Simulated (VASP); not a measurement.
Zn3In4O: single point with PBE

Crystal: Zn3In4O.

```
CELL_PARAMETERS angstrom
3.41647 -0.00019 0.00921
-1.70843 2.95999 -0.00749
0.04372 -0.01558 15.89727
ATOMIC_POSITIONS crystal
Zn 0.99394 0.99342 0.49987
Zn 0.66121 0.33351 0.22717
Zn 0.33709 0.66366 0.77312
In 0.33382 0.67420 0.36393
In 0.66158 0.32950 0.63590
In 0.66913 0.33730 0.90583
In 0.32976 0.66855 0.09479
O 0.01347 0.99986 0.99939
```

```
Program                : VASP 6.6.1
Task                   : single point
Functional             : PBE
Potentials or basis    : VASP PAW PBE potentials, release 64 (Zn, In_d, O)
Cutoff                 : 520 eV
k mesh                 : 6 × 6 × 2
Occupations            : gaussian, width 0.2 eV
Spin                   : no spin polarisation
Dipole correction      : no
Further INCAR settings : ALGO = Normal; EDIFF = 1e-07; NBANDS = 57
```

- Pressure: 0.0 GPa
- Largest force: 0.025 eV/Å
- Band gap on the k mesh: zero (band 47 reaches 8.35 eV, above the bottom of band 48 at 4.77 eV)

Forces on the atoms (eV/Å):
```
Zn   0.001  0.017  0.009
Zn   0.007  0.012  0.002
Zn  -0.015  0.010 -0.001
In   0.000 -0.020  0.001
In   0.006 -0.003  0.007
In   0.003 -0.010 -0.023
In  -0.002 -0.004  0.003
O   -0.001 -0.002  0.003
```

Stress tensor (GPa, compression positive):
```
 0.08 -0.02 -0.10
-0.02  0.06  0.05
-0.10  0.05 -0.11
```

Levels at points of the mesh, in eV from the Fermi level:
```tsv
k point	band 43	band 44	band 45	band 46	band 47	band 48	band 49	band 50	band 51	band 52
(0.00, 0.00, 0.00)	-3.25	-3.24	-2.15	-1.66	2.23	2.38	7.18	7.22	7.24	7.25
(0.50, 0.00, 0.00)	-3.42	-3.05	-2.93	-2.63	-1.05	-0.50	-0.39	0.91	2.40	2.73
(0.00, 0.50, 0.00)	-3.44	-3.03	-2.93	-2.64	-1.06	-0.47	-0.42	0.92	2.37	2.76
(0.50, 0.50, 0.00)	-3.45	-2.99	-2.94	-2.67	-1.07	-0.46	-0.38	0.86	2.37	2.79
(0.00, 0.00, 0.50)	-3.45	-3.25	-3.24	-0.52	0.73	4.61	4.64	7.14	7.19	7.56
(0.50, 0.00, 0.50)	-3.69	-3.65	-2.22	-2.10	-1.78	-1.15	0.63	1.14	1.52	2.77
(0.00, 0.50, 0.50)	-3.70	-3.66	-2.21	-2.10	-1.80	-1.13	0.61	1.14	1.55	2.75
(0.50, 0.50, 0.50)	-3.71	-3.66	-2.17	-2.09	-1.84	-1.13	0.63	1.15	1.51	2.71
```

Run time: 4.6 min on 1 thread of Intel(R) Xeon(R) 6975P-C (Granite Rapids), on a shared host, peak memory 0.47 GiB.

Caveat: spin-orbit coupling is left out, which moves the levels of the heavy elements.
